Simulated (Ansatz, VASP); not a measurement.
## Cs: VASP beside Ansatz

```
Cs
1.0
    -3.14219    3.14219    3.14219
     3.14219   -3.14219    3.14219
     3.14219    3.14219   -3.14219
Cs
1
Direct
  0.00000 0.00000 0.00000
```

Alike in both runs: task single point; functional r2SCAN; k mesh 10 × 10 × 10; occupations gaussian, width 0.05 eV; no spin polarisation.

|  | VASP | Ansatz |
| --- | --- | --- |
| version | VASP 6.6.1 | Ansatz 0.2.0 |
| potentials or method | VASP PAW PBE potentials, release 64 (Cs_sv), cutoff 520 eV | scalar-relativistic, plane waves, PAW |
| valence electrons in the cell | 9 | 9 |

|  | VASP | Ansatz | Ansatz less VASP |
| --- | --- | --- | --- |
| gap on the k mesh at the Fermi level (eV) | none | none | - |
| pressure (GPa) | 0.0 | 0.0 | +0.01 |

VASP's potentials were made for PBE, not for r2SCAN. A gap of «none» marks a metal or a gap that the smearing closes. With one functional, cell and mesh, what is left measures potentials, basis and numerics.

Spin-orbit coupling is off throughout.
